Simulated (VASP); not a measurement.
Write the native input for VASP 6.6.1 that does the following.

- Task: single point
- Functional: LDA
- Potentials or basis: VASP PAW LDA potentials, release 64 (Mg, In_d, N)
- Cutoff: 520 eV
- k mesh: 6 × 6 × 6
- Occupations: gaussian, width 0.01 eV
- Spin: no spin polarisation
- Dipole correction: no
- Further INCAR settings: ALGO = Normal; EDIFF = 1e-06; NBANDS = 27

The structure of MgIn2N2 lies in POSCAR:

```
MgIn2N2
1.0
    1.6701480000      0.9642600000      7.7724940000
   -1.6701480000      0.9642600000      7.7724940000
    0.0000000000     -1.9285210000      7.7724940000
Mg In N
1 2 2
Direct
    0.0000000000      0.0000000000      0.0000000000
    0.4390070000      0.4390070000      0.4390070000
    0.5609930000      0.5609930000      0.5609930000
    0.2772770000      0.2772770000      0.2772770000
    0.7227230000      0.7227230000      0.7227230000
```

The input as run:

INCAR

```
PREC = Accurate
ENCUT = 520
EDIFF = 1E-6
ISMEAR = 0
SIGMA = 0.01
LREAL = False
LASPH = True
NELM = 80
ALGO = Normal
ISIF = 2
LWAVE = False
LCHARG = False
GGA = CA
NBANDS = 27
```

KPOINTS

```
regular mesh
0
Gamma
  6 6 6
```

Potentials or basis: VASP PAW LDA potentials, release 64 (Mg, In_d, N).

Launch:

```console
$ cat potpaw_LDA.64/Mg/POTCAR potpaw_LDA.64/In_d/POTCAR potpaw_LDA.64/N/POTCAR > POTCAR
$ mpirun -np 1 vasp_std > vasp.out
```

Results of the run:

The pressure is -8.3 GPa and the largest force is 0.304 eV/Å. The band gap on the k mesh is 0.12 eV, direct.

Caveat: spin-orbit coupling is left out, which moves the levels of the heavy elements.

It took 2.3 min on 1 thread of AMD EPYC 9R45 96-Core Processor (Zen 5), on a shared host, peak memory 0.34 GiB.
